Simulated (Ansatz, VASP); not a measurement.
Two plane-wave programs on InSb

```
CELL_PARAMETERS angstrom
0.00000 3.26055 3.26055
3.26055 0.00000 3.26055
3.26055 3.26055 0.00000
ATOMIC_POSITIONS crystal
In 0.00000 0.00000 0.00000
Sb 0.75000 0.75000 0.75000
```

Change from the starting cell: volume scaled by 1.02, PAW files.

Alike in both runs: task electric field gradients; functional PBE; k mesh 10 × 10 × 10; occupations fermi-dirac, width 0.03 eV; no spin polarisation.

|  | VASP | Ansatz |
| --- | --- | --- |
| version | VASP 6.6.1 | Ansatz 0.2.0 |
| potentials or method | VASP PAW PBE potentials, release 64 (In_d, Sb) | PAW with Ansatz's default frozen-core files, scalar-relativistic |
| plane-wave cutoff (eV) | 520 | 420 |
| valence electrons in the cell | 18 | 28 |

|  | VASP | Ansatz | Ansatz less VASP |
| --- | --- | --- | --- |
| pressure (GPa) | 2.2 | 2.2 | +0.02 |

With one functional, cell and mesh, what is left measures potentials, basis and numerics. VASP's potentials hold 18 valence electrons a cell and Ansatz's 28, so a difference there can come from the potentials and not from the codes.

Spin-orbit coupling is off throughout.
